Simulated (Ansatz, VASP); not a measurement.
# Two plane-wave programs on Co

Contents of INCAR:

```
SYSTEM = Co
  PREC = Accurate
  ENCUT = 520
  EDIFF = 1E-6
  ISMEAR = 0
  SIGMA = 0.1
  LREAL = .False.
  LASPH = .True.
  NELM = 150
  ALGO = Fast
  ISIF = 2
  LWAVE = .False.
  LCHARG = .False.
  ISPIN = 2
  MAGMOM = 1.8 1.8
  LORBIT = 11
  LMAXMIX = 4
  GGA = PS
  NBANDS = 20
```

Contents of KPOINTS:

```
Automatic mesh
0
Gamma
  18 18 10
  0 0 0
```

Contents of POSCAR:

```
Co
1.0
    2.5074000000      0.0000000000      0.0000000000
   -1.2537000000      2.1714720974      0.0000000000
    0.0000000000      0.0000000000      4.0699000000
Co
2
Direct
    0.3333333333      0.6666666667      0.2500000000
    0.6666666667      0.3333333333      0.7500000000
```

Input for Ansatz:

```yaml
crystal:
  lattice:
    - [2.5074, 0.0, 0.0]
    - [-1.2537, 2.1714720974, 0.0]
    - [0.0, 0.0, 4.0699]
  atoms:
    - { symbol: Co, position: [0.3333333333, 0.6666666667, 0.25], spin: 1.8 }
    - { symbol: Co, position: [0.6666666667, 0.3333333333, 0.75], spin: 1.8 }
basis:
  ecutwfc: 420
kpoints:
  mp_grid: { grid: [18, 18, 10] }
hamiltonian:
  xc: pbesol
scf:
  occupations: { method: gaussian, width: 0.1 }
output:
  forces: true
  stress: true
  eigenvalues: true
  populations: true
magnetization:
  spin_polarized: true
```

Alike in both runs: task single point; functional PBEsol; k mesh 18 × 18 × 10; occupations gaussian, width 0.1 eV; collinear spin.

|  | VASP | Ansatz |
| --- | --- | --- |
| version | VASP 6.6.1 | Ansatz 0.2.0 |
| potentials or method | VASP PAW PBE potentials, release 64 (Co), cutoff 520 eV | scalar-relativistic, plane waves, PAW |
| valence electrons in the cell | 18 | 34 |

```tsv
	VASP	Ansatz	Ansatz less VASP
gap on the k mesh at the Fermi level (eV)	none	none	-
pressure (GPa)	-14.6	-14.1	+0.52
traceless stress, the component that is largest in VASP (GPa)	-0.61	-0.55	+0.057
net moment per atom (μB)	1.60	1.61	+0.006
size of the moment on the site where the two differ most (μB)	1.62	1.68	+0.059
```

VASP's potentials were made for PBE, not for PBEsol. Site moments also hang on the region over which each program counts them. A gap of «none» marks a metal or a gap that the smearing closes. With one functional, cell and mesh, what is left measures potentials, basis and numerics. VASP's potentials hold 18 valence electrons a cell and Ansatz's 34, so a difference there can come from the potentials and not from the codes.
